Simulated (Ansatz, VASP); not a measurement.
Co in VASP and in Ansatz

```
CELL_PARAMETERS angstrom
3.85489 0.00000 0.00000
-1.92745 3.33843 0.00000
0.00000 0.00000 2.36112
ATOMIC_POSITIONS crystal
Co 0.00000 0.00000 0.00000
Co 0.33333 0.66667 0.50000
Co 0.66667 0.33333 0.50000
```

Alike in both runs: functional PBEsol; k mesh 9 × 9 × 13; occupations fermi-dirac, width 0.1 eV; no spin polarisation.

Ansatz relaxed the structure, and its values are those at the end. VASP's run is a single point on that final structure, the one shown.

|  | VASP | Ansatz |
| --- | --- | --- |
| version | VASP 6.6.1 | Ansatz 0.2.0 |
| potentials or method | VASP PAW PBE potentials, release 64 (Co), cutoff 520 eV | plane waves (420 eV) with PAW, scalar-relativistic |
| valence electrons in the cell | 27 | 51 |

|  | VASP | Ansatz | Ansatz less VASP |
| --- | --- | --- | --- |
| pressure (GPa) | -1.0 | 0.0 | +1.05 |

VASP's potentials were made for PBE, not for PBEsol, and Ansatz warns of the same on its side. With one functional, cell and mesh, what is left measures potentials, basis and numerics. VASP's potentials hold 27 valence electrons a cell and Ansatz's 51, so a difference there can come from the potentials and not from the codes.
